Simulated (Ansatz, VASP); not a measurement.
# AlN in VASP and in Ansatz

The input INCAR:

```
PREC = Accurate
ENCUT = 600
EDIFF = 1E-6
ISMEAR = -1
SIGMA = 0.05
LREAL = False
LASPH = True
NELM = 60
ALGO = Normal
ISIF = 3
LWAVE = False
LCHARG = False
GGA = B5
ALDAX = 1.0
AGGAX = 1.0
AGGAC = 1.0
ALDAC = 0.0
IVDW = 12
VDW_S6 = 1.0
VDW_S8 = 2.6996
VDW_A1 = 0.4298
VDW_A2 = 4.2359
IBRION = 2
NSW = 60
EDIFFG = -0.01
```

Contents of KPOINTS:

```
regular mesh
0
Gamma
  10 10 6
```

File POSCAR:

```
AlN
1.0
    3.1130000000      0.0000000000      0.0000000000
   -1.5565000000      2.6959370820      0.0000000000
    0.0000000000      0.0000000000      4.9810000000
Al N
2 2
Direct
    0.6666666667      0.3333333333      0.5000000000
    0.3333333333      0.6666666667      0.0000000000
    0.6666666667      0.3333333333      0.8800000000
    0.3333333333      0.6666666667      0.3800000000
```

Contents of input.yaml:

```yaml
crystal:
  lattice:
    - [3.113, 0.0, 0.0]
    - [-1.5565, 2.695937082, 0.0]
    - [0.0, 0.0, 4.981]
  atoms:
    - { symbol: Al, position: [0.6666666667, 0.3333333333, 0.5] }
    - { symbol: Al, position: [0.3333333333, 0.6666666667, 0.0] }
    - { symbol: "N", position: [0.6666666667, 0.3333333333, 0.88] }
    - { symbol: "N", position: [0.3333333333, 0.6666666667, 0.38] }
hamiltonian:
  xc: blyp
  pseudopotentials: { kind: paw }
  dispersion: d3bj
kpoints:
  mp_grid: { grid: [10, 10, 6] }
scf:
  occupations: { method: fermi_dirac, width: 0.05 }
output:
  forces: true
  stress: true
relax:
  f_tol: 0.01
  max_steps: 40
  cell: { stress_tol: 0.05 }
```

Alike in both runs: task relaxation of cell and atoms; functional BLYP; dispersion D3(BJ); k mesh 10 × 10 × 6; occupations fermi-dirac, width 0.05 eV; no spin polarisation.

|  | VASP | Ansatz |
| --- | --- | --- |
| version | VASP 6.6.1 | Ansatz 0.2.0 |
| potentials or method | VASP PAW PBE potentials, release 64 (Al, N) | Ansatz PAW |
| plane-wave cutoff (eV) | 600 | 420 |
| valence electrons in the cell | 16 | 16 |

Ansatz gave:

* relaxed volume (Å³/atom): 10.31
* relaxed cell length with the largest relative difference (Å): 4.969

Question: Which values does VASP return?

Answer: Relaxed volume (Å³/atom): 10.33; relaxed cell length with the largest relative difference (Å): 4.972.

VASP's potentials were made for PBE, not for BLYP.

Noted on Ansatz's run: the plane-wave basis is chosen anew once the cell has moved, so the energies of steps on either side of that aren't comparable.
